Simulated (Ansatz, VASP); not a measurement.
Two plane-wave programs on C

File INCAR:

```
  ALGO = Normal
  EDIFF = 1E-7
  EDIFFG = -0.01
  ENCUT = 600
  GGA = PE
  GGA_COMPAT = False
  IBRION = 2
  ISIF = 3
  ISMEAR = 0
  LASPH = True
  LCHARG = False
  LREAL = False
  LWAVE = False
  NELM = 120
  NELMIN = 4
  NSW = 100
  PREC = Accurate
  SIGMA = 0.02
```

The input KPOINTS:

```
k-points
0
Gamma
  12 12 4
```

Contents of POSCAR:

```
C
1.0
    2.5199603003      0.0000000000      0.0000000000
   -1.2599801502      2.1823496366      0.0000000000
    0.0000000000      0.0000000000     10.3661887446
C
10
Direct
    0.3333333333      0.6666666667      0.1243452297
    0.3333333333      0.6666666667      0.5252174727
    0.6666666667      0.3333333333      0.7265937757
    0.0000000000      0.0000000000      0.9254168810
    0.6666666667      0.3333333333      0.3235157078
    0.3333333333      0.6666666667      0.6764842922
    0.0000000000      0.0000000000      0.0745831190
    0.6666666667      0.3333333333      0.8756547703
    0.3333333333      0.6666666667      0.2734062243
    0.6666666667      0.3333333333      0.4747825273
```

Input for Ansatz:

```yaml
crystal:
  lattice:
    - [2.5199603003, 0.0, 0.0]
    - [-1.2599801502, 2.1823496366, 0.0]
    - [0.0, 0.0, 10.3661887446]
  atoms:
    - { symbol: C, position: [0.3333333333, 0.6666666667, 0.1243452297] }
    - { symbol: C, position: [0.3333333333, 0.6666666667, 0.5252174727] }
    - { symbol: C, position: [0.6666666667, 0.3333333333, 0.7265937757] }
    - { symbol: C, position: [0.0, 0.0, 0.925416881] }
    - { symbol: C, position: [0.6666666667, 0.3333333333, 0.3235157078] }
    - { symbol: C, position: [0.3333333333, 0.6666666667, 0.6764842922] }
    - { symbol: C, position: [0.0, 0.0, 0.074583119] }
    - { symbol: C, position: [0.6666666667, 0.3333333333, 0.8756547703] }
    - { symbol: C, position: [0.3333333333, 0.6666666667, 0.2734062243] }
    - { symbol: C, position: [0.6666666667, 0.3333333333, 0.4747825273] }
basis:
  ecutwfc: 420
kpoints:
  mp_grid: { grid: [12, 12, 4] }
hamiltonian:
  xc: pbe
scf:
  occupations: { method: gaussian, width: 0.02 }
output:
  forces: true
  stress: true
  eigenvalues: true
relax:
  adjacent_minimum: "off"
  f_tol: 0.01
  max_steps: 80
  cell: { stress_tol: 0.05 }
```

Alike in both runs: task relaxation of cell and atoms; functional PBE; k mesh 12 × 12 × 4; occupations gaussian, width 0.02 eV; no spin polarisation.

|  | VASP | Ansatz |
| --- | --- | --- |
| version | VASP 6.6.1 | Ansatz 0.2.0 |
| potentials or method | VASP PAW PBE potentials, release 64 (C), cutoff 600 eV | scalar-relativistic, plane waves, PAW |
| valence electrons in the cell | 40 | 40 |

Ansatz gave:

| Item | Value |
| --- | --- |
| gap on the k mesh at the Fermi level, each at its own relaxed structure (eV) | 4.37 |
| relaxed volume (Å³/atom) | 5.70 |
| relaxed cell length with the largest relative difference (Å) | 10.367 |

Task: What did VASP give for the same quantities?

Result: gap on the k mesh at the Fermi level, each at its own relaxed structure (eV): 4.36; relaxed volume (Å³/atom): 5.70; relaxed cell length with the largest relative difference (Å): 10.367.
